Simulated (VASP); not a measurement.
# FeOsC4N4: single point with PBE

The system is FeOsC4N4.

```
CELL_PARAMETERS angstrom
5.61508 0.00000 0.00000
0.00000 5.61508 0.00000
0.00000 0.00000 5.61508
ATOMIC_POSITIONS crystal
Fe 0.00000 0.00000 0.00000
Os 0.50000 0.50000 0.50000
C 0.18292 0.18292 0.18292
C 0.18292 0.81708 0.81708
C 0.81708 0.18292 0.81708
C 0.81708 0.81708 0.18292
N 0.30739 0.30739 0.30739
N 0.30739 0.69261 0.69261
N 0.69261 0.30739 0.69261
N 0.69261 0.69261 0.30739
```

- Program: VASP 6.6.1
- Task: single point
- Functional: PBE
- Potentials or basis: VASP PAW PBE potentials, release 64 (Fe, Os, C, N)
- Cutoff: 520 eV
- k mesh: 8 × 8 × 8
- Occupations: gaussian, width 0.1 eV
- Spin: no spin polarisation

```
Pressure               : 0.8 GPa
Largest force          : 0.103 eV/Å
Band gap on the k mesh : zero (bands 26 and 27 overlap by 0.52 eV)
```

Forces on the atoms (eV/Å):
```
Fe   0.000  0.000  0.000
Os   0.000  0.000  0.000
C   -0.032 -0.032 -0.032
C   -0.032  0.032  0.032
C    0.032 -0.032  0.032
C    0.032  0.032 -0.032
N   -0.059 -0.059 -0.059
N   -0.059  0.059  0.059
N    0.059 -0.059  0.059
N    0.059  0.059 -0.059
```

Levels at points of the mesh, in eV from the Fermi level:
| k point | band 24 | band 25 | band 26 | band 27 | band 28 | band 29 |
| --- | --- | --- | --- | --- | --- | --- |
| (0.00, 0.00, 0.00) | -0.93 | -0.93 | -0.30 | -0.30 | 0.84 | 0.84 |
| (0.50, 0.00, 0.00) | -1.24 | -0.84 | -0.84 | 0.63 | 0.83 | 1.11 |
| (0.50, 0.50, 0.00) | -1.16 | -0.61 | -0.61 | 0.62 | 0.79 | 0.95 |
| (0.50, 0.50, 0.50) | -0.59 | -0.59 | -0.17 | -0.17 | 0.79 | 0.79 |

Run time: 4.3 min on 1 thread of Intel(R) Xeon(R) 6975P-C (Granite Rapids), with other jobs on the host, peak memory 0.4 GiB.

Caveat: spin-orbit coupling is left out, which moves the levels of the heavy elements; the run has no spin polarisation, though such a crystal can be magnetic. With open d or f shells a metallic result of PBE can be an artefact of self-interaction; +U or a hybrid may open a gap.
